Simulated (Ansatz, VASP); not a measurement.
**One calculation of Al, two programs**

```
Al
1.0
     2.83943    0.00000    0.00000
     0.00000    6.95515    0.00000
     0.00000    0.00000   25.65574
Al
14
Direct
  0.50000 0.66020 0.29433
  0.00000 0.33250 0.32527
  0.50000 0.00001 0.35214
  0.00000 0.66603 0.38964
  0.50000 0.33134 0.42051
  0.00000 0.00044 0.45098
  0.50000 0.66837 0.48429
  0.00000 0.33163 0.51571
  0.50000 0.99956 0.54902
  0.00000 0.66866 0.57949
  0.50000 0.33397 0.61036
  0.00000 0.99999 0.64786
  0.50000 0.66750 0.67473
  0.00000 0.33980 0.70567
```

Alike in both runs: functional PBEsol; k mesh 12 × 5 × 1; occupations gaussian, width 0.1 eV; no spin polarisation.

Ansatz relaxed the structure, and its values are those at the end. VASP's run is a single point on that final structure, the one shown.

|  | VASP | Ansatz |
| --- | --- | --- |
| version | VASP 6.6.1 | Ansatz 0.2.0 |
| potentials or method | VASP PAW PBE potentials, release 64 (Al), cutoff 520 eV | scalar-relativistic, plane waves, PAW |
| valence electrons in the cell | 42 | 42 |

|  | VASP | Ansatz | Ansatz less VASP |
| --- | --- | --- | --- |
| gap on the k mesh at the Fermi level (eV) | none | none | - |
| rms of the force components (eV/Å) | 0.004 | 0.005 | +0.0001 |

VASP's potentials were made for PBE, not for PBEsol. A gap of «none» marks a metal or a gap that the smearing closes. The functional is the same, so the differences come from potentials, cutoffs and numerics. Ansatz's warnings: xc potential rough in thin density.
